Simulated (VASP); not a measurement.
V, 1 atom in the cell. Symmetry: Pm-3m, No. 221, cubic system. Conventional cell: a = 2.068 Å, b = 2.068 Å, c = 2.068 Å, α = 90.00°, β = 90.00°, γ = 90.00°. V (site symmetry m-3m) has 6 V at 2.07 Å within 2.7 Å.  This cell differs from its parent crystal: volume scaled by 0.6.

| Property | Result |
| --- | --- |
| Program | VASP 6.6.1 |
| Task | single point |
| Functional | PBE |
| Potentials or basis | VASP PAW PBE potentials, release 64 (V_sv) |
| Cutoff | 520 eV |
| k mesh | 15 × 15 × 15 |
| Occupations | fermi-dirac, width 0.08 eV |
| Spin | no spin polarisation |
| Dipole correction | no |
| Further INCAR settings | ALGO = Normal; EDIFF = 1e-06; NBANDS = 12 |

Potentials or basis: VASP PAW PBE potentials, release 64 (V_sv).

Command:

```console
$ cat potpaw_PBE.64/V_sv/POTCAR > POTCAR
$ mpirun -np 1 vasp_std > vasp.out
```

Hardware: 1 thread of Intel Xeon 6975P-C (shared host).

How long does it take, and how much memory?

It took 4.5 s on 1 thread of Intel Xeon 6975P-C (shared host), peak memory 0.12 GiB. Counts: scf iterations 11, k points 120.
